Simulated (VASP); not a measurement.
# BiN (P-6m2) in VASP: notebook

The runs below take BiN through relaxation of shape and atoms at fixed volume, relaxation of cell and atoms, single point, with PBE.

All numbers are computed with VASP 6.6.1; they aren't measurements. Logs are shortened: lines on timing, memory, paths and dates and some standing lists are left out, and cuts for length are marked.

## Step 1: The cell of the first run

It takes space group P-6m2 (No. 187, hexagonal). The conventional cell has a = 3.415 Å, b = 3.415 Å, c = 3.222 Å, α = 90.00°, β = 90.00°, γ = 120.00°. Within 3.4 Å of Bi (site symmetry -6m2) lie 6 N at 2.55 Å and 2 Bi at 3.22 Å. Within 3.4 Å of N (site symmetry -6m2) lie 6 Bi at 2.55 Å and 2 N at 3.22 Å.

## Step 2: Relaxation of shape and atoms at fixed volume, PBE (volume scaled by 0.945)

The input, INCAR:

```
  PREC = Accurate
  ENCUT = 600
  EDIFF = 1E-7
  ISMEAR = 0
  SIGMA = 0.05
  LREAL = False
  LASPH = True
  NELM = 80
  ALGO = Normal
  ISIF = 4
  LWAVE = False
  LCHARG = False
  GGA = PE
  IBRION = 2
  NSW = 60
  EDIFFG = -0.01
```

The input, KPOINTS:

```
regular mesh
0
Gamma
  12 12 10
```

The input, POSCAR:

```
BiN
1.0
    3.4146518582      0.0000000000      0.0000000000
   -1.7073259291      2.9571752543      0.0000000000
    0.0000000000      0.0000000000      3.2221051891
Bi N
1 1
Direct
    0.0000000000      0.0000000000      0.0000000000
    0.6666666667      0.3333333333      0.5000000000
```

Potentials or basis: VASP PAW PBE potentials, release 64 (Bi_d, N).

Run with:

```bash
cat potpaw_PBE.64/Bi_d/POTCAR potpaw_PBE.64/N/POTCAR > POTCAR
mpirun -np 1 vasp_std > vasp.out
```

OUTCAR:

```text
PREC = Accurate
   ENCUT = 600
   EDIFF = 1E-7
   ISMEAR = 0
   LREAL = False
   LASPH = True
   NELM = 80
   ISIF = 4
   GGA = PE
   IBRION = 2
   NSW = 60
   EDIFFG = -0.01

 ion  position               nearest neighbor table
   1  0.000  0.000  0.000-   2 2.55   2 2.55   2 2.55   2 2.55   2 2.55   2 2.55
   2  0.667  0.333  0.500-   1 2.55   1 2.55   1 2.55   1 2.55   1 2.55   1 2.55

  LATTYP: Found a hexagonal cell.
 ALAT       =     3.4146518582
 C/A-ratio  =     0.9436116251

  Lattice vectors:

 A1 = (   3.4146518582,   0.0000000000,   0.0000000000)
 A2 = (  -1.7073259291,   2.9571752543,   0.0000000000)
 A3 = (   0.0000000000,   0.0000000000,   3.2221051891)

Analysis of symmetry for initial positions (statically):
=====================================================================
 Subroutine PRICEL returns:
 Original cell was already a primitive cell.

 Routine SETGRP: Setting up the symmetry group for a
 hexagonal supercell.

 Subroutine GETGRP returns: Found 12 space group operations
 (whereof 12 operations were pure point group operations)
 out of a pool of 24 trial point group operations.

The static configuration has the point symmetry D_3h.

Analysis of symmetry for dynamics (positions and initial velocities):
=====================================================================
 Subroutine PRICEL returns:
 Original cell was already a primitive cell.

 Routine SETGRP: Setting up the symmetry group for a
 hexagonal supercell.

 Subroutine GETGRP returns: Found 12 space group operations
 (whereof 12 operations were pure point group operations)
 out of a pool of 24 trial point group operations.

The dynamic configuration has the point symmetry D_3h.

 Subroutine INISYM returns: Found 12 space group operations
 (whereof 12 operations are pure point group operations),
 and found     1 'primitive' translations

----------------------------------------------------------------------------------------

                                     Primitive cell

  volume of cell :      32.5359

  direct lattice vectors                    reciprocal lattice vectors
     3.414651858  0.000000000  0.000000000     0.292855624  0.169080273  0.000000000
    -1.707325929  2.957175254  0.000000000     0.000000000  0.338160546  0.000000000
     0.000000000  0.000000000  3.222105189     0.000000000  0.000000000  0.310356100

  length of vectors
     3.414651858  3.414651858  3.222105189     0.338160546  0.338160546  0.310356100

  position of ions in fractional coordinates (direct lattice)
     0.000000000  0.000000000  0.000000000
     0.666666667  0.333333333  0.500000000

  ion indices of the primitive-cell ions
   primitive index   ion index
                 1           1
                 2           2

----------------------------------------------------------------------------------------

 KPOINTS: regular mesh

Automatic generation of k-mesh.
 Grid dimensions read from file:
 generate k-points for:   12   12   10

 Generating k-lattice:

  Cartesian coordinates                     Fractional coordinates (reciprocal lattice)
     0.024404635  0.014090023  0.000000000     0.083333333  0.000000000  0.000000000
     0.000000000  0.028180046  0.000000000     0.000000000  0.083333333  0.000000000
     0.000000000  0.000000000  0.031035610     0.000000000  0.000000000  0.100000000

  Length of vectors
     0.028180046  0.028180046  0.031035610

  Shift w.r.t. Gamma in fractional coordinates (k-lattice)
     0.000000000  0.000000000  0.000000000

 Subroutine IBZKPT returns following result:
 ===========================================

 Found    114 irreducible k-points:

 Following reciprocal coordinates:
            Coordinates               Weight
  0.000000  0.000000  0.000000      1.000000
  0.083333  0.000000  0.000000      6.000000
  0.166667  0.000000  0.000000      6.000000
  0.250000  0.000000  0.000000      6.000000
  0.333333  0.000000  0.000000      6.000000
  0.416667  0.000000  0.000000      6.000000
[... 16 lines left out ...]
  0.250000  0.000000  0.100000     12.000000
  0.333333  0.000000  0.100000     12.000000
 [... further k-points ...]
   k-points           NKPTS =    114   k-points in BZ     NKDIM =    114   number of bands    NBANDS=     14
   number of dos      NEDOS =    301   number of ions     NIONS =      2
   total plane-waves  NPLWV =  21952
   dimension x,y,z NGX =    28 NGY =   28 NGZ =   28
   dimension x,y,z NGXF=    56 NGYF=   56 NGZF=   56
   ions per type =               1   1
   NGX,Y,Z   is equivalent  to a cutoff of  13.63, 13.63, 14.45 a.u.
   NGXF,Y,Z  is equivalent  to a cutoff of  27.26, 27.26, 28.89 a.u.
 SYSTEM =  unknown system
   PREC   = accura    normal or accurate (medium, high low for compatibility)
   ISTART =      0    job   : 0-new  1-cont  2-samecut
   ICHARG =      2    charge: 1-file 2-atom 10-const
   ISPIN  =      1    spin polarized calculation?
   LNONCOLLINEAR =      F non collinear calculations
   LSORBIT =      F    spin-orbit coupling
   LASPH  =      T    aspherical Exc in radial PAW
   ENCUT  =  600.0 eV  44.10 Ry    6.64 a.u.   6.82  6.82  6.44*2*pi/ulx,y,z
   NELM   =     80;   NELMIN=  2; NELMDL= -5     # of ELM steps
   EDIFF  = 0.1E-06   stopping-criterion for ELM
   LREAL  =      F    real-space projection
   EDIFFG = -.1E-01   stopping-criterion for IOM
   NSW    =     60    number of steps for IOM
   IBRION =      2    ionic relax: 0-MD 1-quasi-New 2-CG
   NFREE  =      1    steps in history (QN), initial steepest desc. (CG)
   ISIF   =      4    stress and relaxation
   ISYM   =      2    0-nonsym 1-usesym 2-fastsym
   POTIM  = 0.5000    time-step for ionic-motion
   TEBEG  =    0.0;   TEEND  =   0.0 temperature during run
   PSTRESS=    0.0 pullay stress
   NELECT =      20.0000    total number of electrons
   NUPDOWN=      -1.0000    fix difference up-down
   EMIN   =  10.00;   EMAX   =-10.00  energy-range for DOS
   EFERMI =   0.00;   METHOD = LEGACY
   ISMEAR =     0;   SIGMA  =   0.05  broadening in eV -4-tet -1-fermi 0-gaus
   EFERMI_NEDOS =   21; number of points for ismear=-14 and -15
   IALGO  =     38    algorithm
   IMIX   =      4    mixing-type and parameters
     AMIX     =   0.40;   BMIX     =  1.00
     AMIX_MAG =   1.60;   BMIX_MAG =  1.00
  volume/ion in A,a.u.               =      16.27       109.78
  Fermi-wavevector in a.u.,A,eV,Ry     =   1.391972  2.630445 26.362450  1.937585
  Thomas-Fermi vector in A             =   2.515759
   LORBIT       =      0    0 simple, 1 ext, 2 COOP (PROOUT), +10 PAW based schemes
   GGA     = PE    functional components
   LHFCALC =     F    Hartree Fock is set to
   AEXX    =    0.0000 exact exchange contribution
   IVDW    =     0    specifies the selected vdW correction
   LEPSILON=     F    determine dielectric tensor
   LRPA    =     F    only Hartree local field effects (RPA)
 conjugate gradient relaxation of ions
 non-spin polarized calculation
 Gauss-broadening in eV      SIGMA  =   0.05
  energy-cutoff  :      600.00
  volume of cell :       32.54
 maximum number of plane-waves:      1117
 NGX is ok and might be reduce to    28
   NGX = 13   NGY = 13   NGZ = 13

--------------------------------------- Ionic step        1  -------------------------------------------

 number of electron      19.9999997 magnetization

 Free energy of the ion-electron system (eV)
  ---------------------------------------------------
  ext. energy  EPLUGINS =         0.00000000
  ---------------------------------------------------
  free energy    TOTEN  =       -10.21904069 eV

  energy without entropy =      -10.21809485  energy(sigma->0) =      -10.21856777

------------------------ aborting loop because EDIFF is reached ----------------------------------------

  FORCE on cell =-STRESS in cart. coord.  units (eV):
  Direction    XX          YY          ZZ          XY          YZ          ZX
  --------------------------------------------------------------------------------------
  -------------------------------------------------------------------------------------
  Total        1.3454214      1.3454214      1.5206988      0.0000000      0.0000000     -0.0000000
  in kB       66.2530249     66.2530249     74.8842672      0.0000000      0.0000000     -0.0000000
  external PRESSURE =      69.1301056 kB  Pullay stress =       0.0000000 kB
[... 57 lines left out ...]
  energy  without entropy=      -10.2184633719  energy(sigma->0) =      -10.21885449

--------------------------------------- Ionic step        3  -------------------------------------------

 number of electron      19.9999996 magnetization

 Free energy of the ion-electron system (eV)
  ---------------------------------------------------
  ext. energy  EPLUGINS =         0.00000000
  ---------------------------------------------------
  free energy    TOTEN  =       -10.21925205 eV

  energy without entropy =      -10.21844441  energy(sigma->0) =      -10.21884823

 E-fermi :   9.1710     XC(G=0): -11.4511

 val. band max:        9.1536076474   @ k =   0.0833   0.0833   0.4000
 cond. band min:       9.1930433135   @ k =   0.0833   0.0000   0.4000
 fundamental gap:      0.0394356661
 Fermi energy:         9.1710092398

 k-point     1 :       0.0000    0.0000    0.0000
  band No.  band energies     occupation
      1     -14.0990      2.00000
      2     -13.9431      2.00000
      3     -13.9431      2.00000
      4     -13.7283      2.00000
      5     -13.7283      2.00000
      6      -7.4643      2.00000
      7       1.6271      2.00000
      8       6.3574      2.00000
      9       7.5174      2.00000
     10       7.5174      2.00000
     11      14.0962      0.00000
     12      14.0962      0.00000
     13      16.4607      0.00000
     14      17.0051      0.00000
[... 375 lines left out ...]
 k-point    24 :       0.3333    0.0000    0.1000
  band No.  band energies     occupation
      1     -14.0407      2.00000
      2     -13.9352      2.00000
      3     -13.8102      2.00000
      4     -13.7997      2.00000
      5     -13.7534      2.00000
      6      -5.8002      2.00000
      7      -0.6303      2.00000
      8       5.8954      2.00000
      9       6.3595      2.00000
     10       8.2341      2.00000
     11      10.7376      0.00000
     12      14.9478      0.00000
     13      14.9771      0.00000
     14      17.0867      0.00000

 [... further k-points ...]
[... 5 lines left out ...]
  --------------------------------------------------------------------------------------
  -------------------------------------------------------------------------------------
  Total        1.3799216      1.3799216      1.3786586     -0.0000000     -0.0000000      0.0000000
  in kB       67.9519268     67.9519268     67.8897338     -0.0000000     -0.0000000      0.0000000
  external PRESSURE =      67.9311958 kB  Pullay stress =       0.0000000 kB
[... 17 lines left out ...]
  FREE ENERGIE OF THE ION-ELECTRON SYSTEM (eV)
  ---------------------------------------------------
  free  energy   TOTEN  =       -10.2192520534 eV

  energy  without entropy=      -10.2184444089  energy(sigma->0) =      -10.21884823

 reached required accuracy - stopping structural energy minimisation
```

Run time: 52 s. Hardware: 1 thread of Intel Xeon 6975P-C (Granite Rapids), shared host; peak memory 0.2 GiB.

Results:

- Free energy: -10.2193 eV
- Energy gained by relaxing: 0.1 meV/atom
- Ionic steps: 3
- Pressure after relaxing: 6.8 GPa
- Band gap on the k mesh: zero (band 10 reaches 10.13 eV, above the bottom of band 11 at 7.25 eV)

Step by step:
```tsv
step	energy change (eV)	largest force (eV/Å)	pressure (GPa)	volume (Å³)
1	0.0000	0.0000	6.91	32.54
2	-0.0002	0.0000	6.77	32.54
3	-0.0002	0.0000	6.79	32.54
```

Final structure:
```xyz
2
Lattice="3.4106 0.0000 0.0000 -1.7053 2.9536 0.0000 0.0000 0.0000 3.2298" Properties=species:S:1:pos:R:3 pbc="T T T"
Bi    0.0000    0.0000    3.2298
N     1.7053    0.9845    1.6149
```

Caveat: the cell differs from its parent crystal (volume scaled by 0.945); spin-orbit coupling is left out, which moves the levels of the heavy elements.

(Continued in part 2 of 2.)
